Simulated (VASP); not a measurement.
Re, 2 atoms in the cell. Symmetry: P6_3/mmc, No. 194, hexagonal system. The conventional cell has a = 2.751 Å, b = 2.751 Å, c = 4.446 Å, α = 90.00°, β = 90.00°, γ = 120.00°. Re (site symmetry -6m2) has 12 Re at 2.73 to 2.75 Å within 3.6 Å. 

- Program: VASP 6.6.1
- Task: single point
- Functional: PBE
- Potentials or basis: VASP PAW PBE potentials, release 64 (Re)
- Cutoff: 520 eV
- k mesh: 11 × 11 × 6
- Occupations: fermi-dirac, width 0.05 eV
- Spin: no spin polarisation
- Dipole correction: no
- Further INCAR settings: ALGO = Normal; EDIFF = 1e-06; NBANDS = 14

Potentials or basis: VASP PAW PBE potentials, release 64 (Re).

Run with:

```sh
$ cat potpaw_PBE.64/Re/POTCAR > POTCAR
$ mpirun -np 1 vasp_std > vasp.out
```

Hardware: 1 thread of Intel Xeon 8259CL, with other jobs on the host.

Q: How long does it take, and how much memory?

A: Wall time 43 s on 1 thread of Intel Xeon 8259CL (shared host), peak memory 0.15 GiB. Counts: scf iterations 12, k points 64.
